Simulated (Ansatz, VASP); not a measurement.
**Two plane-wave programs on Mo2Ir**

```
Mo Ir
1.0
     0.00000    3.50995    3.50995
     3.50995    0.00000    3.50995
     3.50995    3.50995    0.00000
Mo Ir
4 2
Cartesian
  4.3874 4.3874 4.3874
  4.3874 2.6325 2.6325
  2.6325 2.6325 4.3874
  2.6325 4.3874 2.6325
  0.0000 0.0000 0.0000
  1.7550 1.7550 1.7550
```

Alike in both runs: task relaxation of cell and atoms; functional PBE; k mesh 4 × 4 × 4; occupations gaussian, width 0.1 eV; no spin polarisation.

```csv
,VASP,Ansatz
version,VASP 6.6.1,Ansatz 0.2.0
potentials or method,"VASP PAW PBE potentials, release 64 (Mo_sv, Ir), cutoff 600 eV","scalar-relativistic, plane waves, PAW"
valence electrons in the cell,74,90
```

|  | VASP | Ansatz | Ansatz less VASP |
| --- | --- | --- | --- |
| gap on the k mesh at the Fermi level, each at its own relaxed structure (eV) | none | none | - |
| relaxed volume (Å³/atom) | 15.77 | 15.72 | -0.056 |
| relaxed cell length with the largest relative difference (Å) | 5.115 | 5.109 | -0.0061 |

A gap of «none» marks a metal or a gap that the smearing closes. VASP's potentials hold 74 valence electrons a cell and Ansatz's 90, so a difference there can come from the potentials and not from the codes.

The k mesh is coarse, so the values compare programs but aren't converged. Neither program's run includes spin-orbit coupling.
